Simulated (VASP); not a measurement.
# Ru (P6_3/mmc) in VASP: further runs

The runs below take Ru through single point, with LDA.

Everything below comes from runs of VASP 6.6.1. Logs are shortened: lines on timing, memory, paths and dates and some standing lists are left out, and cuts for length are marked.

## (1) The cell of the first run

The structure is hexagonal, space group P6_3/mmc (No. 194). Conventional cell: a = 2.678 Å, b = 2.678 Å, c = 4.218 Å, α = 90.00°, β = 90.00°, γ = 120.00°. Within 3.4 Å of Ru (site symmetry -6m2) lie 12 Ru at 2.61 to 2.68 Å.

## (2) Single point, LDA

INCAR reads:

```
ALGO = Normal ; EDIFF = 1E-6
ENCUT = 520 ; GGA = CA
ISIF = 2 ; ISMEAR = -1
LASPH = T ; LCHARG = T
LELF = T ; LREAL = F
LVHAR = T ; LWAVE = F
NBANDS = 21 ; NELM = 80
PREC = Accurate ; SIGMA = 0.1
```

KPOINTS reads:

```
k-points
0
Gamma
  2 2 1
```

POSCAR reads:

```
Ru
1.0
    2.6775346364      0.0000000000      0.0000000000
   -1.3387673182      2.3188130146      0.0000000000
    0.0000000000      0.0000000000      4.2181251212
Ru
2
Direct
    0.3333333333      0.6666666667      0.2500000000
    0.6666666667      0.3333333333      0.7500000000
```

Potentials or basis: VASP PAW LDA potentials, release 64 (Ru_pv).

Launch:

```
cat potpaw_LDA.64/Ru_pv/POTCAR > POTCAR
mpirun -np 1 vasp_std > vasp.out
```

OUTCAR:

```text
EDIFF = 1E-6
   ENCUT = 520
   GGA = CA
   ISIF = 2
   ISMEAR = -1
   LASPH = T
   LREAL = F
   NELM = 80
   PREC = Accurate

 ion  position               nearest neighbor table
   1  0.333  0.667  0.250-   2 2.61   2 2.61   2 2.61   2 2.61   2 2.61   2 2.61
   2  0.667  0.333  0.750-   1 2.61   1 2.61   1 2.61   1 2.61   1 2.61   1 2.61

  LATTYP: Found a hexagonal cell.
 ALAT       =     2.6775346364
 C/A-ratio  =     1.5753764914

  Lattice vectors:

 A1 = (   2.6775346364,   0.0000000000,   0.0000000000)
 A2 = (  -1.3387673182,   2.3188130146,   0.0000000000)
 A3 = (   0.0000000000,   0.0000000000,   4.2181251212)

Analysis of symmetry for initial positions (statically):
=====================================================================
 Subroutine PRICEL returns:
 Original cell was already a primitive cell.

 Routine SETGRP: Setting up the symmetry group for a
 hexagonal supercell.

 Subroutine GETGRP returns: Found 24 space group operations
 (whereof 12 operations were pure point group operations)
 out of a pool of 24 trial point group operations.

The static configuration has the point symmetry D_3d.
 The point group associated with its full space group is D_6h.

Analysis of symmetry for dynamics (positions and initial velocities):
=====================================================================
 Subroutine PRICEL returns:
 Original cell was already a primitive cell.

 Routine SETGRP: Setting up the symmetry group for a
 hexagonal supercell.

 Subroutine GETGRP returns: Found 24 space group operations
 (whereof 12 operations were pure point group operations)
 out of a pool of 24 trial point group operations.

The dynamic configuration has the point symmetry D_3d.
 The point group associated with its full space group is D_6h.

 Subroutine INISYM returns: Found 24 space group operations
 (whereof 12 operations are pure point group operations),
 and found     1 'primitive' translations

----------------------------------------------------------------------------------------

                                     Primitive cell

  volume of cell :      26.1891

  direct lattice vectors                    reciprocal lattice vectors
     2.677534636  0.000000000  0.000000000     0.373477895  0.215627563  0.000000000
    -1.338767318  2.318813015  0.000000000     0.000000000  0.431255127  0.000000000
     0.000000000  0.000000000  4.218125121     0.000000000  0.000000000  0.237072152

  length of vectors
     2.677534636  2.677534636  4.218125121     0.431255127  0.431255127  0.237072152

  position of ions in fractional coordinates (direct lattice)
     0.333333333  0.666666667  0.250000000
     0.666666667  0.333333333  0.750000000

  ion indices of the primitive-cell ions
   primitive index   ion index
                 1           1
                 2           2

----------------------------------------------------------------------------------------

 KPOINTS: k-points

Automatic generation of k-mesh.
 Grid dimensions read from file:
 generate k-points for:    2    2    1

 Generating k-lattice:

  Cartesian coordinates                     Fractional coordinates (reciprocal lattice)
     0.186738948  0.107813782  0.000000000     0.500000000  0.000000000  0.000000000
     0.000000000  0.215627563  0.000000000     0.000000000  0.500000000  0.000000000
     0.000000000  0.000000000  0.237072152     0.000000000  0.000000000  1.000000000

  Length of vectors
     0.215627563  0.215627563  0.237072152

  Shift w.r.t. Gamma in fractional coordinates (k-lattice)
     0.000000000  0.000000000  0.000000000

 Subroutine IBZKPT returns following result:
 ===========================================

 Found      2 irreducible k-points:

 Following reciprocal coordinates:
            Coordinates               Weight
  0.000000  0.000000  0.000000      1.000000
  0.500000  0.000000  0.000000      3.000000
   k-points           NKPTS =      2   k-points in BZ     NKDIM =      2   number of bands    NBANDS=     21
   number of dos      NEDOS =    301   number of ions     NIONS =      2
   total plane-waves  NPLWV =  12800
   dimension x,y,z NGX =    20 NGY =   20 NGZ =   32
   dimension x,y,z NGXF=    40 NGYF=   40 NGZF=   64
   ions per type =               2
   NGX,Y,Z   is equivalent  to a cutoff of  12.42, 12.42, 12.61 a.u.
   NGXF,Y,Z  is equivalent  to a cutoff of  24.84, 24.84, 25.22 a.u.
 SYSTEM =  unknown system
   PREC   = accura    normal or accurate (medium, high low for compatibility)
   ISTART =      0    job   : 0-new  1-cont  2-samecut
   ICHARG =      2    charge: 1-file 2-atom 10-const
   ISPIN  =      1    spin polarized calculation?
   LNONCOLLINEAR =      F non collinear calculations
   LSORBIT =      F    spin-orbit coupling
   LASPH  =      T    aspherical Exc in radial PAW
   ENCUT  =  520.0 eV  38.22 Ry    6.18 a.u.   4.98  4.98  7.84*2*pi/ulx,y,z
   NELM   =     80;   NELMIN=  2; NELMDL= -5     # of ELM steps
   EDIFF  = 0.1E-05   stopping-criterion for ELM
   LREAL  =      F    real-space projection
   EDIFFG = 0.1E-04   stopping-criterion for IOM
   NSW    =      0    number of steps for IOM
   IBRION =     -1    ionic relax: 0-MD 1-quasi-New 2-CG
   NFREE  =      0    steps in history (QN), initial steepest desc. (CG)
   ISIF   =      2    stress and relaxation
   ISYM   =      2    0-nonsym 1-usesym 2-fastsym
   POTIM  = 0.5000    time-step for ionic-motion
   TEBEG  =    0.0;   TEEND  =   0.0 temperature during run
   PSTRESS=    0.0 pullay stress
   NELECT =      28.0000    total number of electrons
   NUPDOWN=      -1.0000    fix difference up-down
   EMIN   =  10.00;   EMAX   =-10.00  energy-range for DOS
   EFERMI =   0.00;   METHOD = LEGACY
   ISMEAR =    -1;   SIGMA  =   0.10  broadening in eV -4-tet -1-fermi 0-gaus
   EFERMI_NEDOS =   21; number of points for ismear=-14 and -15
   IALGO  =     38    algorithm
   IMIX   =      4    mixing-type and parameters
     AMIX     =   0.40;   BMIX     =  1.00
     AMIX_MAG =   1.60;   BMIX_MAG =  1.00
  volume/ion in A,a.u.               =      13.09        88.37
  Fermi-wavevector in a.u.,A,eV,Ry     =   1.673995  3.163391 38.127038  2.802258
  Thomas-Fermi vector in A             =   2.758868
   LORBIT       =      0    0 simple, 1 ext, 2 COOP (PROOUT), +10 PAW based schemes
   GGA     = CA    functional components
   LHFCALC =     F    Hartree Fock is set to
   AEXX    =    0.0000 exact exchange contribution
   IVDW    =     0    specifies the selected vdW correction
   LEPSILON=     F    determine dielectric tensor
   LRPA    =     F    only Hartree local field effects (RPA)
 non-spin polarized calculation
  energy-cutoff  :      520.00
  volume of cell :       26.19
 maximum number of plane-waves:       712
 NGX is ok and might be reduce to    20
   NGX =  9   NGY =  9   NGZ = 15

 number of electron      27.9999991 magnetization

 Free energy of the ion-electron system (eV)
  ---------------------------------------------------
  ext. energy  EPLUGINS =         0.00000000
  ---------------------------------------------------
  free energy    TOTEN  =       -20.86697295 eV

  energy without entropy =      -20.67247835  energy(sigma->0) =      -20.76972565

 E-fermi :  14.8145     XC(G=0): -14.5737

 val. band max:       12.1475003834   @ k =   0.0000   0.0000   0.0000
 cond. band min:      14.8626395272   @ k =   0.5000   0.0000   0.0000
 fundamental gap:      2.7151391438
 Fermi energy:        14.8144941052

 k-point     1 :       0.0000    0.0000    0.0000
  band No.  band energies     occupation
      1     -29.7376      2.00000
      2     -29.0622      2.00000
      3     -29.0622      2.00000
      4     -28.8660      2.00000
      5     -28.8660      2.00000
      6     -28.3989      2.00000
[... 13 lines left out ...]
     20      23.8304      0.00000
     21      24.3331      0.00000

 k-point     2 :       0.5000    0.0000    0.0000
  band No.  band energies     occupation
      1     -29.9274      2.00000
      2     -29.7037      2.00000
      3     -29.3296      2.00000
      4     -29.1744      2.00000
      5     -29.0017      2.00000
      6     -28.7410      2.00000
[... 13 lines left out ...]
     20      23.8315      0.00000
     21      24.6390      0.00000

------------------------ aborting loop because EDIFF is reached ----------------------------------------

  FORCE on cell =-STRESS in cart. coord.  units (eV):
  Direction    XX          YY          ZZ          XY          YZ          ZX
  --------------------------------------------------------------------------------------
  -------------------------------------------------------------------------------------
  Total        0.4523542      0.4523542      3.4800780      0.0000000     -0.0000000      0.0000000
  in kB       27.6738061     27.6738061    212.9017694      0.0000000     -0.0000000      0.0000000
  external PRESSURE =      89.4164605 kB  Pullay stress =       0.0000000 kB

 VOLUME and BASIS-vectors are now :
 -----------------------------------------------------------------------------
  energy-cutoff  :      520.00
  volume of cell :       26.19
      direct lattice vectors                 reciprocal lattice vectors
     2.677534636  0.000000000  0.000000000     0.373477895  0.215627563  0.000000000
    -1.338767318  2.318813015  0.000000000     0.000000000  0.431255127  0.000000000
     0.000000000  0.000000000  4.218125121     0.000000000  0.000000000  0.237072152

 POSITION                                       TOTAL-FORCE (eV/Angst)
 -----------------------------------------------------------------------------------
     -0.00000      1.54588      1.05453         0.000000     -0.000000      0.000000
      1.33877      0.77294      3.16359        -0.000000      0.000000      0.000000
 -----------------------------------------------------------------------------------
    total drift:                               -0.000000      0.000000     -0.000000

  FREE ENERGIE OF THE ION-ELECTRON SYSTEM (eV)
  ---------------------------------------------------
  free  energy   TOTEN  =       -20.8669729475 eV

  energy  without entropy=      -20.6724783512  energy(sigma->0) =      -20.76972565
```

Wall time 1.6 s (1 thread of Intel Xeon 6975P-C (Granite Rapids), shared host); peak memory 0.12 GiB.

What came out:

```
Free energy            : -20.8670 eV
Pressure               : 8.9 GPa
Band gap on the k mesh : zero (bands 14 and 15 overlap by 2.72 eV)
```

Caveat: the k points lie up to 1.49 Å⁻¹ apart, too coarse for converged energies and pressures of a metal.

## (3) Single point, LDA

INCAR reads:

```
SYSTEM = Ru
  PREC = Accurate
  ENCUT = 520
  EDIFF = 1E-6
  ISMEAR = -1
  SIGMA = 0.1
  LREAL = .False.
  LASPH = .True.
  NELM = 100
  ALGO = Normal
  ISIF = 2
  LWAVE = .False.
  LCHARG = .False.
  GGA = CA
  NBANDS = 21
```

KPOINTS reads:

```
Automatic mesh
0
Gamma
  4 4 2
  0 0 0
```

POSCAR is that of step 2.

Potentials or basis: VASP PAW LDA potentials, release 64 (Ru_pv).

Launch:

```
cat potpaw_LDA.64/Ru_pv/POTCAR > POTCAR
mpirun -np 1 vasp_std > vasp.out
```

Run time: 2.1 s. Hardware: 1 thread of Intel Xeon 6975P-C (Granite Rapids), shared host; peak memory 0.12 GiB.

The run converged. Its results:

```
Free energy            : -21.8125 eV
Pressure               : -3.4 GPa
Band gap on the k mesh : zero (bands 14 and 15 overlap by 3.12 eV)
```

Stress tensor (GPa, compression positive):
```
-1.94  0.00  0.00
 0.00 -1.94  0.00
 0.00  0.00 -6.43
```

Levels at points of the mesh, in eV from the Fermi level:
```
           k point  band 11  band 12  band 13  band 14  band 15  band 16  band 17  band 18
(0.00, 0.00, 0.00)    -2.61    -2.02    -2.02    -1.60    -1.60     1.18     1.18     1.26
(0.50, 0.00, 0.00)    -2.24    -1.96    -1.65     1.52     1.98     2.01     4.24     6.34
(0.00, 0.00, 0.50)    -2.97    -2.97    -2.93    -2.93     0.54     0.54     0.54     0.54
(0.50, 0.00, 0.50)    -1.23    -1.23     0.39     0.39     1.80     1.80     3.48     3.48
```

Caveat: the k points lie up to 0.74 Å⁻¹ apart, too coarse for converged energies and pressures of a metal; an empty level that is flat over the whole mesh can mark a ghost state of the potentials, or a narrow d or f band.

## (4) Single point, LDA

INCAR reads:

```
  PREC = Accurate
  ENCUT = 520
  EDIFF = 1E-7
  ISMEAR = -1
  SIGMA = 0.1
  LREAL = False
  LASPH = True
  NELM = 60
  ALGO = Normal
  ISIF = 2
  LWAVE = False
  LCHARG = False
  GGA = CA
  NBANDS = 21
```

KPOINTS reads:

```
Automatic mesh
0
Gamma
  5 5 3
```

POSCAR is that of step 3.

Launch:

```
cat potpaw_LDA.64/Ru_pv/POTCAR > POTCAR
mpirun -np 1 vasp_std > vasp.out
```

It took 2.6 s on 1 thread of Intel Xeon 6975P-C (Granite Rapids), shared host; peak memory 0.12 GiB.

Results (log left out):

```
Free energy            : -21.4301 eV
Pressure               : 0.0 GPa
Band gap on the k mesh : zero (bands 14 and 15 overlap by 2.58 eV)
```

Stress tensor (GPa, compression positive):
```
-3.33  0.00  0.00
 0.00 -3.33  0.00
 0.00  0.00  6.53
```

Levels at points of the mesh, in eV from the Fermi level:
```
           k point  band 10  band 11  band 12  band 13  band 14  band 15  band 16  band 17  band 18  band 19
(0.00, 0.00, 0.00)    -2.83    -2.57    -2.09    -2.09    -1.54    -1.54     1.24     1.24     1.30    10.02
```

Caveat: the k points lie up to 0.54 Å⁻¹ apart, too coarse for converged energies and pressures of a metal; an empty level that is flat over the whole mesh can mark a ghost state of the potentials, or a narrow d or f band.

## (5) Single point, LDA

INCAR reads:

```
PREC = Accurate ; ENCUT = 520
EDIFF = 1E-6 ; ISMEAR = -1
SIGMA = 0.1 ; LREAL = False
LASPH = True ; NELM = 80
ALGO = Normal ; ISIF = 2
LWAVE = False ; LCHARG = False
GGA = CA ; NBANDS = 21
```

KPOINTS reads:

```
Automatic mesh
0
Gamma
  7 7 4
```

POSCAR is that of step 4.

Launch:

```
cat potpaw_LDA.64/Ru_pv/POTCAR > POTCAR
mpirun -np 1 vasp_std > vasp.out
```

Run time: 4.7 s. Hardware: 1 thread of Intel Xeon 6975P-C (Granite Rapids), shared host; peak memory 0.13 GiB.

It converged, with:

| Property | Result |
| --- | --- |
| Free energy | -21.3692 eV |
| Pressure | 1.6 GPa |
| Band gap on the k mesh | zero (bands 14 and 15 overlap by 2.92 eV) |

Stress tensor (GPa, compression positive):
```
 2.85  0.00  0.00
 0.00  2.85  0.00
 0.00  0.00 -0.99
```

Levels at points of the mesh, in eV from the Fermi level:
| k point | band 12 | band 13 | band 14 | band 15 | band 16 | band 17 |
| --- | --- | --- | --- | --- | --- | --- |
| (0.00, 0.00, 0.00) | -2.03 | -2.03 | -1.55 | -1.55 | 1.22 | 1.22 |
| (0.00, 0.00, 0.50) | -2.96 | -2.87 | -2.87 | 0.56 | 0.56 | 0.56 |

Caveat: the k points lie up to 0.39 Å⁻¹ apart, too coarse for converged energies and pressures of a metal.

## (6) The runs side by side

| k mesh | gap on the mesh (eV) | pressure (GPa) |
| --- | --- | --- |
| 2 × 2 × 1 | none | 8.9 |
| 4 × 4 × 2 | none | -3.4 |
| 5 × 5 × 3 | none | 0.0 |
| 7 × 7 × 4 | none | 1.6 |

Alike in all rows: task single point; level LDA; potentials or basis VASP PAW LDA potentials, release 64 (Ru_pv); no spin polarisation; cell as given; cutoff (eV) 520; smearing fermi-dirac 0.1 eV.

Caveats: all runs use coarse meshes; an empty level that is flat over the whole mesh can mark a ghost state of the potentials, or a narrow d or f band (at least some runs).

Total energies depend on the potentials used, so only differences within one code and one set of settings carry meaning.

The gap in the log of VASP goes by the Fermi energy; the results here count the filled bands.